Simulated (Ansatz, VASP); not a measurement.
# NbTeS4 in VASP and in Ansatz

```
CELL_PARAMETERS angstrom
4.29770 -4.33251 0.00000
4.29770 4.33251 0.00000
0.00000 0.00000 3.77092
ATOMIC_POSITIONS crystal
Nb 0.50000 0.50000 0.50000
Te 0.00000 0.00000 0.00000
S 0.21406 0.21406 0.50000
S 0.78594 0.78594 0.50000
S 0.68514 0.31486 0.00000
S 0.31486 0.68514 0.00000
```

Change from the starting cell: species swapped into the TiSnO4 type (Cmmm, No. 65).

Alike in both runs: functional PBE; k mesh 4 × 4 × 4; occupations gaussian, width 0.1 eV; no spin polarisation.

Ansatz relaxed the structure, and its values are those at the end. VASP's run is a single point on that final structure, the one shown.

|  | VASP | Ansatz |
| --- | --- | --- |
| version | VASP 6.6.1 | Ansatz 0.2.0 |
| potentials or method | VASP PAW PBE potentials, release 64 (Nb_sv, Te, S), cutoff 520 eV | scalar-relativistic, plane waves, PAW |
| valence electrons in the cell | 43 | 53 |

|  | VASP | Ansatz | Ansatz less VASP |
| --- | --- | --- | --- |
| gap on the k mesh at the Fermi level (eV) | none | none | - |
| pressure (GPa) | 0.1 | 0.2 | +0.19 |
| rms of the force components (eV/Å) | 0.006 | 0.004 | -0.0016 |

A gap of «none» marks a metal or a gap that the smearing closes. VASP's potentials hold 43 valence electrons a cell and Ansatz's 53, so a difference there can come from the potentials and not from the codes.

The k mesh is coarse, so the values compare programs but aren't converged. Spin-orbit coupling is off throughout.
